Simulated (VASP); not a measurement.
# PbO (P4/nmm) in VASP: further runs

Aim: see how the results for PbO move with the level of theory and the settings. Levels: PBE, PBEsol, r2SCAN. Tasks: relaxation of cell and atoms.

Program: VASP 6.6.1. These are calculated values, not measurements. Logs are shortened: lines on timing, memory, paths and dates and some standing lists are left out, and cuts for length are marked.

## Step 1: The cell of the first run

It takes space group P4/nmm (No. 129, tetragonal). The conventional cell has a = 3.990 Å, b = 3.990 Å, c = 5.010 Å, α = 90.00°, β = 90.00°, γ = 90.00°. Within 3.1 Å of Pb (site symmetry 4mm) lie 4 O at 2.33 Å. Within 3.1 Å of O (site symmetry -4m2) lie 4 Pb at 2.33 Å and 4 O at 2.82 Å.

## Step 2: Relaxation of cell and atoms, PBE

Input file INCAR:

```
SYSTEM = PbO
  PREC = Accurate
  ENCUT = 600
  EDIFF = 1E-6
  ISMEAR = -1
  SIGMA = 0.02
  LREAL = .FALSE.
  LASPH = .TRUE.
  NELM = 100
  ALGO = Normal
  ISIF = 3
  LWAVE = .FALSE.
  LCHARG = .FALSE.
  GGA = PE
  IBRION = 2
  NSW = 80
  EDIFFG = -0.01
```

Input file KPOINTS:

```
regular mesh
0
G
  8 8 6
  0 0 0
```

Input file POSCAR:

```
PbO
1.0
    3.9900000000      0.0000000000      0.0000000000
    0.0000000000      3.9900000000      0.0000000000
    0.0000000000      0.0000000000      5.0100000000
Pb O
2 2
Direct
    0.0000000000      0.5000000000      0.2400000000
    0.5000000000      0.0000000000      0.7600000000
    0.0000000000      0.0000000000      0.0000000000
    0.5000000000      0.5000000000      0.0000000000
```

Potentials or basis: VASP PAW PBE potentials, release 64 (Pb_d, O).

Run with:

```console
cat potpaw_PBE.64/Pb_d/POTCAR potpaw_PBE.64/O/POTCAR > POTCAR
mpirun -np 1 vasp_std > vasp.out
```

OUTCAR:

```text
SYSTEM = PbO
   PREC = Accurate
   ENCUT = 600
   EDIFF = 1E-6
   ISMEAR = -1
   LREAL = .FALSE.
   LASPH = .TRUE.
   NELM = 100
   ISIF = 3
   GGA = PE
   IBRION = 2
   NSW = 80
   EDIFFG = -0.01

 ion  position               nearest neighbor table
   1  0.000  0.500  0.240-   3 2.33   4 2.33   3 2.33   4 2.33   2 3.71   2 3.71   2 3.71   2 3.71
                             2 3.84   2 3.84   2 3.84   2 3.84
   2  0.500  0.000  0.760-   3 2.33   4 2.33   4 2.33   3 2.33   1 3.71   1 3.71   1 3.71   1 3.71
                             1 3.84   1 3.84   1 3.84   1 3.84
   3  0.000  0.000  0.000-   1 2.33   2 2.33   1 2.33   2 2.33
   4  0.500  0.500  0.000-   1 2.33   2 2.33   2 2.33   1 2.33

  LATTYP: Found a simple tetragonal cell.
 ALAT       =     3.9900000000
 C/A-ratio  =     1.2556390977

  Lattice vectors:

 A1 = (   3.9900000000,   0.0000000000,   0.0000000000)
 A2 = (   0.0000000000,   3.9900000000,   0.0000000000)
 A3 = (   0.0000000000,   0.0000000000,   5.0100000000)

Analysis of symmetry for initial positions (statically):
=====================================================================
 Subroutine PRICEL returns:
 Original cell was already a primitive cell.

 Routine SETGRP: Setting up the symmetry group for a
 simple tetragonal supercell.

 Subroutine GETGRP returns: Found 16 space group operations
 (whereof  8 operations were pure point group operations)
 out of a pool of 16 trial point group operations.

The static configuration has the point symmetry D_2d.
 The point group associated with its full space group is D_4h.

Analysis of symmetry for dynamics (positions and initial velocities):
=====================================================================
 Subroutine PRICEL returns:
 Original cell was already a primitive cell.

 Routine SETGRP: Setting up the symmetry group for a
 simple tetragonal supercell.

 Subroutine GETGRP returns: Found 16 space group operations
 (whereof  8 operations were pure point group operations)
 out of a pool of 16 trial point group operations.

The dynamic configuration has the point symmetry D_2d.
 The point group associated with its full space group is D_4h.

 Subroutine INISYM returns: Found 16 space group operations
 (whereof  8 operations are pure point group operations),
 and found     1 'primitive' translations

----------------------------------------------------------------------------------------

                                     Primitive cell

  volume of cell :      79.7597

  direct lattice vectors                    reciprocal lattice vectors
     3.990000000  0.000000000  0.000000000     0.250626566  0.000000000  0.000000000
     0.000000000  3.990000000  0.000000000     0.000000000  0.250626566  0.000000000
     0.000000000  0.000000000  5.010000000     0.000000000  0.000000000  0.199600798

  length of vectors
     3.990000000  3.990000000  5.010000000     0.250626566  0.250626566  0.199600798

  position of ions in fractional coordinates (direct lattice)
     0.000000000  0.500000000  0.240000000
     0.500000000  0.000000000  0.760000000
     0.000000000  0.000000000  0.000000000
     0.500000000  0.500000000  0.000000000

  ion indices of the primitive-cell ions
   primitive index   ion index
                 1           1
                 2           2
                 3           3
                 4           4

----------------------------------------------------------------------------------------

 KPOINTS: regular mesh

Automatic generation of k-mesh.
 Grid dimensions read from file:
 generate k-points for:    8    8    6

 Generating k-lattice:

  Cartesian coordinates                     Fractional coordinates (reciprocal lattice)
     0.031328321  0.000000000  0.000000000     0.125000000  0.000000000  0.000000000
     0.000000000  0.031328321  0.000000000     0.000000000  0.125000000  0.000000000
     0.000000000  0.000000000  0.033266800     0.000000000  0.000000000  0.166666667

  Length of vectors
     0.031328321  0.031328321  0.033266800

[... 44 lines left out ...]
 conjugate gradient relaxation of ions
 non-spin polarized calculation
  energy-cutoff  :      600.00
  volume of cell :       79.76
 maximum number of plane-waves:      2684
 NGX is ok and might be reduce to    32
   NGX = 15   NGY = 15   NGZ = 21

--------------------------------------- Ionic step        1  -------------------------------------------

 number of electron      40.0000002 magnetization

 Free energy of the ion-electron system (eV)
  ---------------------------------------------------
  ext. energy  EPLUGINS =         0.00000000
  ---------------------------------------------------
  free energy    TOTEN  =       -21.44179178 eV

  energy without entropy =      -21.44179178  energy(sigma->0) =      -21.44179178

------------------------ aborting loop because EDIFF is reached ----------------------------------------

  FORCE on cell =-STRESS in cart. coord.  units (eV):
  Direction    XX          YY          ZZ          XY          YZ          ZX
  --------------------------------------------------------------------------------------
  -------------------------------------------------------------------------------------
  Total        1.6925302      1.6925302      1.1085914      0.0000000     -0.0000000      0.0000000
  in kB       33.9987918     33.9987918     22.2688906      0.0000000     -0.0000000      0.0000000
  external PRESSURE =      30.0888247 kB  Pullay stress =       0.0000000 kB
[... 95 lines left out ...]
  FREE ENERGIE OF THE ION-ELECTRON SYSTEM (eV)
  ---------------------------------------------------
  free  energy   TOTEN  =       -21.4694665537 eV

  energy  without entropy=      -21.4694665537  energy(sigma->0) =      -21.46946655

 E-fermi :   4.5798     XC(G=0):  -9.3578

 val. band max:        4.1844874953   @ k =   0.1250   0.0000   0.0000
 cond. band min:       5.7203055897   @ k =   0.5000   0.5000   0.0000
 fundamental gap:      1.5358180943
 Fermi energy:         4.5797754764

 k-point     1 :       0.0000    0.0000    0.0000
  band No.  band energies     occupation
      1     -13.6612      2.00000
      2     -13.3000      2.00000
      3     -11.6804      2.00000
      4     -11.6804      2.00000
      5     -11.6358      2.00000
      6     -11.5993      2.00000
[... 637 lines left out ...]
     23       9.7950      0.00000
     24       9.7950      0.00000

 [... further k-points ...]

[... ionic steps 4 to 8 ...]

--------------------------------------- Ionic step        9  -------------------------------------------

 number of electron      40.0000024 magnetization

------------------------ aborting loop because EDIFF is reached ----------------------------------------
[... 71 lines left out ...]
--------------------------------------- Ionic step       11  -------------------------------------------

 number of electron      40.0000021 magnetization

 Free energy of the ion-electron system (eV)
  ---------------------------------------------------
  ext. energy  EPLUGINS =         0.00000000
  ---------------------------------------------------
  free energy    TOTEN  =       -21.51087726 eV

  energy without entropy =      -21.51087726  energy(sigma->0) =      -21.51087726

 E-fermi :   4.2991     XC(G=0):  -9.0807

 val. band max:        3.8480701426   @ k =   0.1250   0.0000   0.0000
 cond. band min:       5.5801013040   @ k =   0.5000   0.5000   0.0000
 fundamental gap:      1.7320311614
 Fermi energy:         4.2990868458

 k-point     1 :       0.0000    0.0000    0.0000
  band No.  band energies     occupation
      1     -14.0530      2.00000
      2     -13.6593      2.00000
      3     -12.0185      2.00000
      4     -12.0185      2.00000
      5     -11.9715      2.00000
      6     -11.9599      2.00000
[... 637 lines left out ...]
     23       9.4743      0.00000
     24       9.4743      0.00000

 [... further k-points ...]

------------------------ aborting loop because EDIFF is reached ----------------------------------------

  FORCE on cell =-STRESS in cart. coord.  units (eV):
  Direction    XX          YY          ZZ          XY          YZ          ZX
  --------------------------------------------------------------------------------------
  -------------------------------------------------------------------------------------
  Total        0.0049736      0.0049736      0.0240582      0.0000000      0.0000000      0.0000000
  in kB        0.0878507      0.0878507      0.4249474      0.0000000      0.0000000      0.0000000
  external PRESSURE =       0.2002162 kB  Pullay stress =       0.0000000 kB
[... 19 lines left out ...]
  FREE ENERGIE OF THE ION-ELECTRON SYSTEM (eV)
  ---------------------------------------------------
  free  energy   TOTEN  =       -21.5108772551 eV

  energy  without entropy=      -21.5108772551  energy(sigma->0) =      -21.51087726

 reached required accuracy - stopping structural energy minimisation
```

Wall time 6.6 min (1 thread of Intel Xeon 6975P-C (Granite Rapids), shared host); peak memory 0.29 GiB.

Results:

- Free energy: -21.5109 eV
- Relaxed volume: 22.68 Å³/atom
- Relaxed cell: a = 4.059 Å, b = 4.059 Å, c = 5.507 Å, α = 90.00°, β = 90.00°, γ = 90.00°
- Space group after relaxing (to 0.1 Å): P4/nmm (No. 129)
- Energy gained by relaxing: 17.3 meV/atom
- Ionic steps: 11
- Pressure after relaxing: 0.0 GPa
- Band gap on the k mesh: 1.73 eV (least direct gap 1.95 eV)

Forces on the atoms (eV/Å):
```
Pb   0.000  0.000  0.003
Pb   0.000  0.000 -0.003
O    0.000  0.000  0.000
O    0.000  0.000  0.000
```

Step by step:
| step | energy change (eV) | largest force (eV/Å) | pressure (GPa) | volume (Å³) |
| --- | --- | --- | --- | --- |
| 1 | 0.0000 | 0.0261 | 3.01 | 79.76 |
| 2 | -0.0216 | 0.6142 | -1.27 | 84.16 |
| 3 | -0.0277 | 0.4177 | 0.00 | 82.71 |
| 4 | -0.0403 | 0.2446 | 0.05 | 83.57 |
| 5 | -0.0463 | 0.0240 | 0.14 | 84.74 |
| 6 | -0.0499 | 0.0282 | 0.08 | 85.24 |
| 7 | -0.0586 | 0.0380 | -0.08 | 86.73 |
| 8 | -0.0677 | 0.0500 | -0.22 | 89.68 |
| 9 | -0.0688 | 0.0551 | -0.27 | 90.89 |
| 10 | -0.0573 | 0.3696 | 1.70 | 89.61 |
| 11 | -0.0691 | 0.0026 | 0.02 | 90.71 |

Final structure:
```
Pb O
1.0
     4.05855    0.00000    0.00000
     0.00000    4.05855    0.00000
     0.00000    0.00000    5.50677
Pb O
2 2
Direct
  0.00000 0.50000 0.21619
  0.50000 0.00000 0.78381
  0.00000 0.00000 0.00000
  0.50000 0.50000 0.00000
```

Levels at points of the mesh, in eV from the valence-band top:
| k point | band 18 | band 19 | band 20 | band 21 | band 22 | band 23 |
| --- | --- | --- | --- | --- | --- | --- |
| (0.00, 0.00, 0.00) | -1.45 | -1.45 | 0.00 | 1.95 | 4.61 | 5.91 |
| (0.50, 0.00, 0.00) | -2.71 | -1.32 | -1.32 | 3.17 | 3.17 | 5.80 |
| (0.50, 0.50, 0.00) | -1.57 | -0.84 | -0.84 | 1.73 | 1.73 | 5.24 |
| (0.00, 0.00, 0.50) | -1.46 | -1.46 | -0.74 | 1.82 | 4.28 | 4.46 |
| (0.50, 0.00, 0.50) | -2.69 | -0.88 | -0.88 | 2.90 | 2.90 | 6.42 |
| (0.50, 0.50, 0.50) | -1.88 | -0.84 | -0.84 | 3.70 | 3.70 | 4.07 |

Caveat: spin-orbit coupling is left out, which moves the levels of the heavy elements.

## Step 3: Relaxation of cell and atoms, PBEsol

Input file INCAR:

```
SYSTEM = PbO
ALGO = Normal
EDIFF = 1E-6
EDIFFG = -0.01
ENCUT = 600
GGA = PS
IBRION = 2
ISIF = 3
ISMEAR = -1
LASPH = .TRUE.
LCHARG = .FALSE.
LREAL = .FALSE.
LWAVE = .FALSE.
NELM = 80
NSW = 80
PREC = Accurate
SIGMA = 0.02
```

Input file KPOINTS:

```
k-points
0
G
  8 8 6
  0 0 0
```

POSCAR is that of step 2.

Potentials or basis: VASP PAW PBE potentials, release 64 (Pb_d, O).

Run with:

```console
cat potpaw_PBE.64/Pb_d/POTCAR potpaw_PBE.64/O/POTCAR > POTCAR
mpirun -np 1 vasp_std > vasp.out
```

Run time: 6.2 min. Hardware: 1 thread of Intel Xeon 6975P-C (Granite Rapids), shared host; peak memory 0.28 GiB.

It converged, with:

- Free energy: -22.8784 eV
- Relaxed volume: 20.08 Å³/atom
- Relaxed cell: a = 3.988 Å, b = 3.988 Å, c = 5.049 Å, α = 90.00°, β = 90.00°, γ = 90.00°
- Space group after relaxing (to 0.1 Å): P4/nmm (No. 129)
- Energy gained by relaxing: 1.4 meV/atom
- Ionic steps: 14
- Pressure after relaxing: 0.0 GPa
- Band gap on the k mesh: 1.20 eV (least direct gap 2.22 eV)

Forces in eV/Å, atoms in the order of the input:
```
Pb   0.000  0.000 -0.002
Pb   0.000  0.000  0.002
O    0.000  0.000  0.000
O    0.000  0.000  0.000
```

Step by step:
| step | energy change (eV) | largest force (eV/Å) | pressure (GPa) | volume (Å³) |
| --- | --- | --- | --- | --- |
| 1 | 0.0000 | 0.2905 | -0.86 | 79.76 |
| 2 | -0.0010 | 0.1568 | 1.19 | 78.53 |
| 3 | -0.0041 | 0.0556 | 0.25 | 79.10 |
| 4 | -0.0046 | 0.0334 | 0.13 | 79.34 |
| 5 | -0.0049 | 0.0108 | 0.04 | 79.59 |
| 6 | -0.0049 | 0.0072 | 0.05 | 79.63 |
| 7 | -0.0049 | 0.0028 | 0.04 | 79.68 |
| 8 | -0.0049 | 0.0064 | 0.02 | 79.65 |
| 9 | -0.0049 | 0.0081 | 0.02 | 79.64 |
| 10 | -0.0050 | 0.0075 | 0.01 | 79.71 |
| 11 | -0.0053 | 0.0122 | -0.02 | 79.92 |
| 12 | -0.0055 | 0.0205 | -0.09 | 80.34 |
| 13 | -0.0054 | 0.0283 | 0.14 | 80.27 |
| 14 | -0.0055 | 0.0024 | 0.01 | 80.31 |

Final structure:
```
Pb O
1.0
     3.98849    0.00000    0.00000
     0.00000    3.98849    0.00000
     0.00000    0.00000    5.04857
Pb O
2 2
Direct
  0.00000 0.50000 0.23493
  0.50000 0.00000 0.76507
  0.00000 0.00000 0.00000
  0.50000 0.50000 0.00000
```

Levels at points of the mesh, in eV from the valence-band top:
| k point | band 18 | band 19 | band 20 | band 21 | band 22 | band 23 |
| --- | --- | --- | --- | --- | --- | --- |
| (0.00, 0.00, 0.00) | -1.65 | -1.65 | -0.01 | 2.27 | 5.33 | 5.64 |
| (0.50, 0.00, 0.00) | -3.01 | -1.63 | -1.63 | 3.33 | 3.33 | 6.45 |
| (0.50, 0.50, 0.00) | -1.64 | -1.02 | -1.02 | 1.20 | 1.20 | 5.20 |
| (0.00, 0.00, 0.50) | -1.68 | -1.68 | -0.92 | 1.84 | 4.01 | 4.01 |
| (0.50, 0.00, 0.50) | -2.98 | -0.97 | -0.97 | 3.02 | 3.02 | 6.30 |
| (0.50, 0.50, 0.50) | -2.21 | -1.02 | -1.02 | 3.45 | 3.45 | 4.63 |

Caveat: the PAW data sets were made with another functional, which shifts forces and pressure a little; spin-orbit coupling is left out, which moves the levels of the heavy elements.

## Step 4: Relaxation of cell and atoms, r2SCAN

POSCAR is that of step 3.

Input file INCAR.step1:

```
PREC     = Accurate       # precision mode
ENCUT    = 600            # plane-wave cutoff, eV
ISMEAR   = -1             # smearing method
SIGMA    = 0.02           # smearing width, eV
LREAL    = F              # projectors in reciprocal space
LASPH    = T              # aspherical terms in the spheres
NELM     = 60             # most SCF steps
GGA      = PE             # functional
ALGO     = Normal         # electronic algorithm
EDIFF    = 1E-4           # SCF threshold, eV
LWAVE    = T              # write WAVECAR
LCHARG   = F              # write CHGCAR
```

Input file INCAR.step2:

```
PREC     = Accurate       # precision mode
ENCUT    = 600            # plane-wave cutoff, eV
EDIFF    = 1E-6           # SCF threshold, eV
ISMEAR   = -1             # smearing method
SIGMA    = 0.02           # smearing width, eV
LREAL    = F              # projectors in reciprocal space
LASPH    = T              # aspherical terms in the spheres
NELM     = 60             # most SCF steps
ALGO     = Normal         # electronic algorithm
ISIF     = 3              # what is computed and relaxed
LWAVE    = F              # write WAVECAR
LCHARG   = F              # write CHGCAR
METAGGA  = R2SCAN         # meta-GGA
LMIXTAU  = T            
IBRION   = 2              # ionic algorithm
NSW      = 80             # ionic steps
EDIFFG   = -0.01          # ionic threshold
ISTART   = 1
```

Input file KPOINTS:

```
regular mesh
0
Gamma
  8 8 6
```

Run with:

```console
cat potpaw_PBE.64/Pb_d/POTCAR potpaw_PBE.64/O/POTCAR > POTCAR
cp INCAR.step1 INCAR
mpirun -np 1 vasp_std > vasp.out
cp INCAR.step2 INCAR
mpirun -np 1 vasp_std > vasp.out
```

It took 1.9 h on 1 thread of Oxide Virtual Turin-like, shared host; peak memory 0.27 GiB.

It converged, with:

| Property | Result |
| --- | --- |
| Free energy | -129.5241 eV |
| Relaxed volume | 21.05 Å³/atom |
| Relaxed cell | a = 3.998 Å, b = 3.998 Å, c = 5.268 Å, α = 90.00°, β = 90.00°, γ = 90.00° |
| Space group after relaxing (to 0.1 Å) | P4/nmm (No. 129) |
| Energy gained by relaxing | 4.4 meV/atom |
| Ionic steps | 13 |
| Pressure after relaxing | 0.0 GPa |
| Band gap on the k mesh | 1.78 eV (least direct gap 2.55 eV) |

The path:
```
step  energy change (eV)  largest force (eV/Å)  pressure (GPa)  volume (Å³)
   1              0.0000                0.2922            0.13        79.76
   2             -0.0056                0.0650            0.65        79.94
   3             -0.0061                0.0300            0.90        80.02
   4             -0.0093                0.0143            0.20        81.02
   5             -0.0096                0.0309           -0.05        81.42
   6             -0.0107                0.0273           -0.04        81.59
   7             -0.0136                0.0168            0.00        82.09
   8             -0.0170                0.0075            0.11        83.09
   9             -0.0151                0.0651            0.47        85.03
  10             -0.0175                0.0379            0.28        83.78
  11             -0.0139                0.2218           -1.02        85.38
  12             -0.0177                0.0137            0.02        84.09
  13             -0.0177                0.0005           -0.02        84.19
```

Final structure:
```xyz
4
Lattice="3.9978 0.0000 0.0000 0.0000 3.9978 0.0000 0.0000 0.0000 5.2676" Properties=species:S:1:pos:R:3 pbc="T T T"
Pb    0.0000    1.9989    1.1893
Pb    1.9989    0.0000    4.0782
O     3.9978    0.0000    0.0000
O     1.9989    1.9989    0.0000
```

Levels at points of the mesh, in eV from the valence-band top:
```csv
k point,band 17,band 18,band 19,band 20,band 21,band 22,band 23,band 24
"(0.00, 0.00, 0.00)",-1.76,-1.72,-1.72,0.00,2.55,5.35,6.23,6.23
"(0.50, 0.00, 0.00)",-3.05,-3.05,-1.61,-1.61,3.59,3.59,6.63,6.63
"(0.50, 0.50, 0.00)",-1.75,-1.75,-1.08,-1.08,1.78,1.78,5.60,5.60
"(0.00, 0.00, 0.50)",-1.79,-1.74,-1.74,-0.99,2.26,4.63,4.64,4.64
"(0.50, 0.00, 0.50)",-3.03,-3.03,-1.06,-1.06,3.25,3.25,6.87,6.87
"(0.50, 0.50, 0.50)",-2.17,-2.17,-1.08,-1.08,3.89,3.89,4.79,4.79
```

Caveat: the PAW data sets were made with another functional, which shifts forces and pressure a little; spin-orbit coupling is left out, which moves the levels of the heavy elements. A k mesh can miss the band edges.

## Step 5: The runs side by side

```tsv
level	gap on the mesh (eV)	pressure (GPa)	relaxed volume (Å³/atom)
PBE	1.73	0.0	22.68
PBEsol	1.20	0.0	20.08
r2SCAN	1.78	0.0	21.05
```

Alike in all rows: task relaxation of cell and atoms; potentials or basis VASP PAW PBE potentials, release 64 (Pb_d, O); no spin polarisation; cell relaxed; k mesh 8 × 8 × 6; cutoff (eV) 600; smearing fermi-dirac 0.02 eV.

Caveats: spin-orbit coupling is left out, which moves the levels of the heavy elements; the PAW data sets were made with another functional, which shifts forces and pressure a little (at least some runs).

Absolute energies hang on the potentials; compare differences alone.
